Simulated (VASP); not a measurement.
# ZnO (P6_3mc) in VASP: a series of runs

Runs on ZnO. Level: r2SCAN. Tasks: single point, relaxation of cell and atoms.

Program: VASP 6.6.1. These are calculated values, not measurements. Logs are shortened: lines on timing, memory, paths and dates and some standing lists are left out, and cuts for length are marked.

**The experiment to reproduce.**

From “Electronic structure of alkaline earth and post-transition metal oxides”, 2009, arxiv:0908.1581, for a bulk crystal of ZnO: band gap 3.37 eV.

How close the calculation comes is told below.

### 1 The cell of the first run

It takes space group P6_3mc (No. 186, hexagonal). The conventional cell has a = 3.249 Å, b = 3.249 Å, c = 5.204 Å, α = 90.00°, β = 90.00°, γ = 120.00°. Within 2.6 Å of Zn (site symmetry 3m) lie 4 O at 1.97 to 1.99 Å. O (site symmetry 3m) has 4 Zn at 1.97 to 1.99 Å within 2.6 Å.

### 2 Single point, r2SCAN

POSCAR

```
ZnO
1.0
    3.2494000000      0.0000000000      0.0000000000
   -1.6247000000      2.8140629500      0.0000000000
    0.0000000000      0.0000000000      5.2038000000
Zn O
2 2
Direct
    0.3333333300      0.6666666700      0.0000000000
    0.6666666700      0.3333333300      0.5000000000
    0.3333333300      0.6666666700      0.3830000000
    0.6666666700      0.3333333300      0.8830000000
```

INCAR.step1

```
PREC     = Accurate       # precision mode
ENCUT    = 910            # plane-wave cutoff, eV
ISMEAR   = 0              # smearing method
SIGMA    = 0.1            # smearing width, eV
LREAL    = False          # projectors in reciprocal space
LASPH    = True           # aspherical terms in the spheres
NELM     = 120            # most SCF steps
NBANDS   = 26             # bands
GGA      = PE             # functional
ALGO     = Normal         # electronic algorithm
EDIFF    = 1E-5           # SCF threshold, eV
LWAVE    = True           # write WAVECAR
LCHARG   = False          # write CHGCAR
GGA_COMPAT= False
```

INCAR.step2

```
PREC     = Accurate       # precision mode
ENCUT    = 910            # plane-wave cutoff, eV
EDIFF    = 1E-6           # SCF threshold, eV
ISMEAR   = 0              # smearing method
SIGMA    = 0.1            # smearing width, eV
LREAL    = False          # projectors in reciprocal space
LASPH    = True           # aspherical terms in the spheres
NELM     = 120            # most SCF steps
ALGO     = Normal         # electronic algorithm
ISIF     = 2              # what is computed and relaxed
LWAVE    = False          # write WAVECAR
LCHARG   = False          # write CHGCAR
METAGGA  = R2SCAN         # meta-GGA
LMIXTAU  = True         
NBANDS   = 26             # bands
ISTART   = 1            
GGA_COMPAT= False
```

KPOINTS

```
regular mesh
0
Gamma
  6 6 4
```

Potentials or basis: VASP PAW PBE potentials, release 64 (Zn, O_h).

Command:

```sh
cat potpaw_PBE.64/Zn/POTCAR potpaw_PBE.64/O_h/POTCAR > POTCAR
cp INCAR.step1 INCAR
mpirun -np 1 vasp_std > vasp.out
cp INCAR.step2 INCAR
mpirun -np 1 vasp_std > vasp.out
```

OUTCAR:

```text
PREC = Accurate
   ENCUT = 910
   EDIFF = 1E-6
   ISMEAR = 0
   LREAL = False
   LASPH = True
   NELM = 120
   ISIF = 2
   METAGGA = R2SCAN
   ISTART = 1

 ion  position               nearest neighbor table
   1  0.333  0.667  0.000-   4 1.97   4 1.97   4 1.97   3 1.99
   2  0.667  0.333  0.500-   3 1.97   3 1.97   3 1.97   4 1.99
   3  0.333  0.667  0.383-   2 1.97   2 1.97   2 1.97   1 1.99
   4  0.667  0.333  0.883-   1 1.97   1 1.97   1 1.97   2 1.99

  LATTYP: Found a hexagonal cell.
 ALAT       =     3.2494000000
 C/A-ratio  =     1.6014648858

  Lattice vectors:

 A1 = (   3.2494000000,   0.0000000000,   0.0000000000)
 A2 = (  -1.6247000000,   2.8140629500,   0.0000000000)
 A3 = (   0.0000000000,   0.0000000000,   5.2038000000)

Analysis of symmetry for initial positions (statically):
=====================================================================
 Subroutine PRICEL returns:
 Original cell was already a primitive cell.

 Routine SETGRP: Setting up the symmetry group for a
 hexagonal supercell.

 Subroutine GETGRP returns: Found 12 space group operations
 (whereof  6 operations were pure point group operations)
 out of a pool of 24 trial point group operations.

The static configuration has the point symmetry C_3v.
 The point group associated with its full space group is C_6v.

Analysis of symmetry for dynamics (positions and initial velocities):
=====================================================================
 Subroutine PRICEL returns:
 Original cell was already a primitive cell.

 Routine SETGRP: Setting up the symmetry group for a
 hexagonal supercell.

 Subroutine GETGRP returns: Found 12 space group operations
 (whereof  6 operations were pure point group operations)
 out of a pool of 24 trial point group operations.

The dynamic configuration has the point symmetry C_3v.
 The point group associated with its full space group is C_6v.

 Subroutine INISYM returns: Found 12 space group operations
 (whereof  6 operations are pure point group operations),
 and found     1 'primitive' translations

----------------------------------------------------------------------------------------

                                     Primitive cell

  volume of cell :      47.5836

  direct lattice vectors                    reciprocal lattice vectors
     3.249400000  0.000000000  0.000000000     0.307749123  0.177679039  0.000000000
    -1.624700000  2.814062950  0.000000000     0.000000000  0.355358078  0.000000000
     0.000000000  0.000000000  5.203800000     0.000000000  0.000000000  0.192167262

  length of vectors
     3.249400000  3.249400003  5.203800000     0.355358078  0.355358078  0.192167262

  position of ions in fractional coordinates (direct lattice)
     0.333333330  0.666666670  0.000000000
     0.666666670  0.333333330  0.500000000
     0.333333330  0.666666670  0.383000000
     0.666666670  0.333333330  0.883000000

  ion indices of the primitive-cell ions
   primitive index   ion index
                 1           1
                 2           2
                 3           3
                 4           4

----------------------------------------------------------------------------------------

 KPOINTS: regular mesh

Automatic generation of k-mesh.
 Grid dimensions read from file:
 generate k-points for:    6    6    4

 Generating k-lattice:

  Cartesian coordinates                     Fractional coordinates (reciprocal lattice)
     0.051291520  0.029613173  0.000000000     0.166666667  0.000000000  0.000000000
     0.000000000  0.059226346  0.000000000     0.000000000  0.166666667  0.000000000
     0.000000000  0.000000000  0.048041816     0.000000000  0.000000000  0.250000000

  Length of vectors
     0.059226346  0.059226346  0.048041816

  Shift w.r.t. Gamma in fractional coordinates (k-lattice)
     0.000000000  0.000000000  0.000000000

 Subroutine IBZKPT returns following result:
 ===========================================

 Found     21 irreducible k-points:

 Following reciprocal coordinates:
[... 46 lines left out ...]
 cond. band min:       2.4019914936   @ k =   0.0000   0.0000   0.0000
 fundamental gap:      1.2293752506
 Fermi energy:         1.6519785590

 k-point     1 :       0.0000    0.0000    0.0000
  band No.  band energies     occupation
      1     -17.9126      2.00000
      2     -17.2217      2.00000
      3      -4.6584      2.00000
      4      -4.6584      2.00000
      5      -4.5537      2.00000
      6      -4.4865      2.00000
[... 18 lines left out ...]
     25      16.1964      0.00000
     26      16.1964      0.00000

 k-point     2 :       0.1667    0.0000    0.0000
  band No.  band energies     occupation
      1     -17.7734      2.00000
      2     -17.1627      2.00000
      3      -4.7944      2.00000
      4      -4.5686      2.00000
      5      -4.5185      2.00000
      6      -4.4389      2.00000
[... 18 lines left out ...]
     25      16.0439      0.00000
     26      16.4217      0.00000

 k-point     3 :       0.3333    0.0000    0.0000
  band No.  band energies     occupation
      1     -17.4612      2.00000
      2     -17.0652      2.00000
      3      -4.9265      2.00000
      4      -4.5766      2.00000
      5      -4.4146      2.00000
      6      -4.1954      2.00000
[... 18 lines left out ...]
     25      15.4474      0.00000
     26      16.1508      0.00000

 k-point     4 :       0.5000    0.0000    0.0000
  band No.  band energies     occupation
      1     -17.2637      2.00000
      2     -17.0507      2.00000
      3      -4.8480      2.00000
      4      -4.6367      2.00000
      5      -4.3587      2.00000
      6      -3.9771      2.00000
[... 18 lines left out ...]
     25      15.2075      0.00000
     26      16.3427      0.00000
[... 409 lines left out ...]
      1     -17.3137      2.00000
      2     -17.3137      2.00000
      3      -4.9411      2.00000
      4      -4.9411      2.00000
      5      -4.4094      2.00000
      6      -4.4094      2.00000
[... 18 lines left out ...]
     25      15.4406      0.00000
     26      15.4406      0.00000

 k-point    20 :       0.3333    0.1667    0.5000
  band No.  band energies     occupation
      1     -17.1508      2.00000
      2     -17.1508      2.00000
      3      -4.8714      2.00000
      4      -4.8714      2.00000
      5      -4.2612      2.00000
      6      -4.2612      2.00000
[... 18 lines left out ...]
     25      16.1671      0.00000
     26      16.1671      0.00000

 k-point    21 :       0.3333    0.3333    0.5000
  band No.  band energies     occupation
      1     -17.0971      2.00000
      2     -17.0971      2.00000
      3      -4.6131      2.00000
      4      -4.6131      2.00000
      5      -4.3990      2.00000
      6      -4.3990      2.00000
[... 18 lines left out ...]
     25      17.5659      0.00000
     26      17.5659      0.00000

------------------------ aborting loop because EDIFF is reached ----------------------------------------

  FORCE on cell =-STRESS in cart. coord.  units (eV):
  Direction    XX          YY          ZZ          XY          YZ          ZX
  --------------------------------------------------------------------------------------
  -------------------------------------------------------------------------------------
  Total       -0.0729278     -0.0729278     -0.1576911      0.0000000      0.0000000      0.0000000
  in kB       -2.4555347     -2.4555347     -5.3095791      0.0000000      0.0000000      0.0000000
  external PRESSURE =      -3.4068828 kB  Pullay stress =       0.0000000 kB

 VOLUME and BASIS-vectors are now :
 -----------------------------------------------------------------------------
  energy-cutoff  :      910.00
  volume of cell :       47.58
      direct lattice vectors                 reciprocal lattice vectors
     3.249400000  0.000000000  0.000000000     0.307749123  0.177679039  0.000000000
    -1.624700000  2.814062950  0.000000000     0.000000000  0.355358078  0.000000000
     0.000000000  0.000000000  5.203800000     0.000000000  0.000000000  0.192167262

 POSITION                                       TOTAL-FORCE (eV/Angst)
 -----------------------------------------------------------------------------------
     -0.00000      1.87604      0.00000         0.000000      0.000000      0.062706
      1.62470      0.93802      2.60190        -0.000000      0.000000      0.062706
     -0.00000      1.87604      1.99306        -0.000000      0.000000     -0.062706
      1.62470      0.93802      4.59496         0.000000      0.000000     -0.062706
 -----------------------------------------------------------------------------------
    total drift:                               -0.000026      0.000015      0.005632

  FREE ENERGIE OF THE ION-ELECTRON SYSTEM (eV)
  ---------------------------------------------------
  free  energy   TOTEN  =       -36.3378318767 eV

  energy  without entropy=      -36.3378318767  energy(sigma->0) =      -36.33783188
```

Wall time 2.1 min (1 thread of Intel Xeon 6975P-C (Granite Rapids), shared host); peak memory 0.26 GiB.

What came out:

| Property | Result |
| --- | --- |
| Free energy | -36.3378 eV |
| Pressure | -0.3 GPa |
| Largest force | 0.063 eV/Å |
| Band gap on the k mesh | 1.23 eV |

Forces in eV/Å, atoms in the order of the input:
```
Zn   0.000  0.000  0.063
Zn   0.000  0.000  0.063
O    0.000  0.000 -0.063
O    0.000  0.000 -0.063
```

Stress tensor (GPa, compression positive):
```
-0.25  0.00  0.00
 0.00 -0.25  0.00
 0.00  0.00 -0.53
```

Levels at points of the mesh, in eV from the valence-band top:
| k point | band 16 | band 17 | band 18 | band 19 | band 20 | band 21 |
| --- | --- | --- | --- | --- | --- | --- |
| (0.00, 0.00, 0.00) | -0.11 | 0.00 | 0.00 | 1.23 | 5.81 | 8.84 |
| (0.50, 0.00, 0.00) | -2.32 | -1.28 | -0.89 | 6.40 | 7.35 | 8.13 |
| (0.00, 0.00, 0.50) | -0.39 | -0.39 | -0.39 | 3.92 | 3.92 | 10.82 |
| (0.50, 0.00, 0.50) | -1.56 | -1.37 | -1.37 | 6.25 | 6.25 | 9.14 |

Caveat: the cutoff is under 1.25 times the usual one of these potentials, so pressure, stress and relaxed cells hold a basis-set (Pulay) error; the PAW data sets were made with another functional, which shifts forces and pressure a little.

### 3 Relaxation of cell and atoms, r2SCAN

POSCAR is that of step 2.

INCAR.step1

```
PREC = Accurate
ENCUT = 600
ISMEAR = 0
SIGMA = 0.02
LREAL = F
LASPH = T
NELM = 60
GGA = PE
ALGO = Normal
EDIFF = 1E-4
LWAVE = T
LCHARG = F
```

INCAR.step2

```
PREC = Accurate
ENCUT = 600
EDIFF = 1E-7
ISMEAR = 0
SIGMA = 0.02
LREAL = F
LASPH = T
NELM = 60
ALGO = Normal
ISIF = 3
LWAVE = F
LCHARG = F
METAGGA = R2SCAN
LMIXTAU = T
IBRION = 2
NSW = 100
EDIFFG = -0.002
ISTART = 1
```

KPOINTS

```
Automatic mesh
0
Gamma
  9 9 6
```

Potentials or basis: VASP PAW PBE potentials, release 64 (Zn, O).

Command:

```sh
cat potpaw_PBE.64/Zn/POTCAR potpaw_PBE.64/O/POTCAR > POTCAR
cp INCAR.step1 INCAR
mpirun -np 1 vasp_std > vasp.out
cp INCAR.step2 INCAR
mpirun -np 1 vasp_std > vasp.out
```

Run time: 22 min. Hardware: 1 thread of Intel Xeon Platinum 8488C (Sapphire Rapids), shared host; peak memory 0.23 GiB.

It converged, with:

```yaml
Free_energy: -36.3250 eV
Relaxed_volume: 11.87 Å³/atom
Relaxed_cell: a = 3.238 Å, b = 3.238 Å, c = 5.229 Å, α = 90.00°, β = 90.00°, γ = 120.00°
Space_group_after_relaxing_to_0.1_Å: P6_3mc (No. 186)
Energy_gained_by_relaxing: 0.4 meV/atom
Ionic_steps: 12
Pressure_after_relaxing: 0.0 GPa
Band_gap_on_the_k_mesh: 1.23 eV
```

Step by step:
```
step  energy change (eV)  largest force (eV/Å)  pressure (GPa)  volume (Å³)
   1              0.0000                0.0667           -0.36        47.58
   2             -0.0008                0.0149            0.22        47.40
   3             -0.0008                0.0187            0.18        47.41
   4             -0.0008                0.0214            0.14        47.42
   5             -0.0010                0.0138            0.06        47.45
   6             -0.0013                0.0111           -0.22        47.54
   7             -0.0015                0.0021           -0.08        47.50
   8             -0.0016                0.0001           -0.05        47.49
   9             -0.0016                0.0040            0.01        47.47
  10             -0.0016                0.0045            0.02        47.47
  11             -0.0016                0.0027            0.02        47.47
  12             -0.0016                0.0006            0.01        47.47
```

Final structure:
```
Zn O
1.0
     3.23764    0.00000    0.00000
    -1.61882    2.80388    0.00000
     0.00000    0.00000    5.22936
Zn O
2 2
Direct
  0.33333 0.66667 0.00222
  0.66667 0.33333 0.50222
  0.33333 0.66667 0.38078
  0.66667 0.33333 0.88078
```

Levels at points of the mesh, in eV from the valence-band top:
```tsv
k point	band 14	band 15	band 16	band 17	band 18	band 19	band 20	band 21	band 22
(0.00, 0.00, 0.00)	-0.81	-0.81	-0.09	0.00	0.00	1.23	5.87	8.79	13.73
(0.00, 0.00, 0.50)	-2.25	-0.40	-0.40	-0.40	-0.40	3.92	3.92	10.80	10.80
```

Caveat: the PAW data sets were made with another functional, which shifts forces and pressure a little. r2SCAN opens gaps a little over a GGA but as a rule still falls short of measured ones.

### 4 Single point, r2SCAN

This run uses another cell than the first one, of 11.81 Å³/atom.

POSCAR

```
ZnO
1.0
    3.2353790477      0.0000000000      0.0000000000
   -1.6176895238      2.8019204461      0.0000000000
    0.0000000000      0.0000000000      5.2111657018
Zn O
2 2
Direct
    0.3333333333      0.6666666667      0.0016840499
    0.6666666667      0.3333333333      0.5016840499
    0.3333333333      0.6666666667      0.3813159501
    0.6666666667      0.3333333333      0.8813159501
```

INCAR.step1

```
SYSTEM = ZnO
PREC     = Accurate       ! precision mode
ENCUT    = 910            ! plane-wave cutoff, eV
ISMEAR   = 0              ! smearing method
SIGMA    = 0.02           ! smearing width, eV
LREAL    = .FALSE.        ! projectors in reciprocal space
LASPH    = .TRUE.         ! aspherical terms in the spheres
NELM     = 120            ! most SCF steps
NBANDS   = 26             ! bands
GGA      = PE             ! functional
ALGO     = Normal         ! electronic algorithm
EDIFF    = 1E-5           ! SCF threshold, eV
LWAVE    = .TRUE.         ! write WAVECAR
LCHARG   = .FALSE.        ! write CHGCAR
GGA_COMPAT= .FALSE.
```

INCAR.step2

```
SYSTEM = ZnO
PREC     = Accurate       ! precision mode
ENCUT    = 910            ! plane-wave cutoff, eV
EDIFF    = 1E-6           ! SCF threshold, eV
ISMEAR   = 0              ! smearing method
SIGMA    = 0.02           ! smearing width, eV
LREAL    = .FALSE.        ! projectors in reciprocal space
LASPH    = .TRUE.         ! aspherical terms in the spheres
NELM     = 120            ! most SCF steps
ALGO     = Normal         ! electronic algorithm
ISIF     = 2              ! what is computed and relaxed
LWAVE    = .FALSE.        ! write WAVECAR
LCHARG   = .FALSE.        ! write CHGCAR
METAGGA  = R2SCAN         ! meta-GGA
LMIXTAU  = .TRUE.       
NBANDS   = 26             ! bands
ISTART   = 1            
GGA_COMPAT= .FALSE.
```

KPOINTS

```
regular mesh
0
G
  9 9 6
  0 0 0
```

Potentials or basis: VASP PAW PBE potentials, release 64 (Zn, O_h).

Command:

```sh
cat potpaw_PBE.64/Zn/POTCAR potpaw_PBE.64/O_h/POTCAR > POTCAR
cp INCAR.step1 INCAR
mpirun -np 1 vasp_std > vasp.out
cp INCAR.step2 INCAR
mpirun -np 1 vasp_std > vasp.out
```

It took 7.8 min on 1 thread of AMD EPYC 7R13 (Zen 3), shared host; peak memory 0.28 GiB.

Results (log left out):

```yaml
Free_energy: -36.3395 eV
Pressure: 0.8 GPa
Band_gap_on_the_k_mesh: 1.24 eV
```

Forces on the atoms (eV/Å):
```
Zn   0.000  0.000  0.002
Zn   0.000  0.000  0.002
O    0.000  0.000 -0.002
O    0.000  0.000 -0.002
```

Levels at points of the mesh, in eV from the valence-band top:
```tsv
k point	band 15	band 16	band 17	band 18	band 19	band 20	band 21	band 22
(0.00, 0.00, 0.00)	-0.82	-0.09	0.00	0.00	1.24	5.88	8.83	13.74
(0.00, 0.00, 0.50)	-0.40	-0.40	-0.40	-0.40	3.94	3.94	10.84	10.84
```

Caveat: the cutoff is under 1.25 times the usual one of these potentials, so pressure, stress and relaxed cells hold a basis-set (Pulay) error; the PAW data sets were made with another functional, which shifts forces and pressure a little.

### 5 Overview

```csv
task,potentials or basis,cell,k mesh,cutoff (eV),smearing,gap on the mesh (eV),pressure (GPa)
single point,"VASP PAW PBE potentials, release 64 (Zn, O_h)","a = 3.249, b = 3.249, c = 5.204 Å, angles 90.0, 90.0, 120.0°, 4 atoms, atomic positions A",6 × 6 × 4,910,gaussian 0.1 eV,1.23,-0.3
relaxation of cell and atoms,"VASP PAW PBE potentials, release 64 (Zn, O)","relaxed from a = 3.249, b = 3.249, c = 5.204 Å, angles 90.0, 90.0, 120.0°, 4 atoms, atomic positions A",9 × 9 × 6,600,gaussian 0.02 eV,1.23,0.0
single point,"VASP PAW PBE potentials, release 64 (Zn, O_h)","a = 3.235, b = 3.235, c = 5.211 Å, angles 90.0, 90.0, 120.0°, 4 atoms, atomic positions B",9 × 9 × 6,910,gaussian 0.02 eV,1.24,0.8
```

Alike in all rows: level r2SCAN; no spin polarisation.

Caveats: the PAW data sets were made with another functional, which shifts forces and pressure a little; the cutoff is under 1.25 times the usual one of these potentials, so pressure, stress and relaxed cells hold a basis-set (Pulay) error (at least some runs).

Absolute energies hang on the potentials; compare differences alone.

### 6 Against experiment

Step 2. Measured gap of ZnO: 3.37 eV (quoted in “Electronic structure of alkaline earth and post-transition metal oxides”, 2009, arxiv:0908.1581). This calculation gives 1.23 eV (-2.14 eV). So large a miss can be the level of theory's own, or it may mean another phase, state or a wrong row. The value is that of r2SCAN, without temperature or zero-point motion.

Step 4. Against the measured gap of ZnO, 3.37 eV (quoted in “Electronic structure of alkaline earth and post-transition metal oxides”, 2009, arxiv:0908.1581), the calculated 1.24 eV is off by -2.13 eV. So large a miss can be the level of theory's own, or it may mean another phase, state or a wrong row. The value is that of r2SCAN, without temperature or zero-point motion.
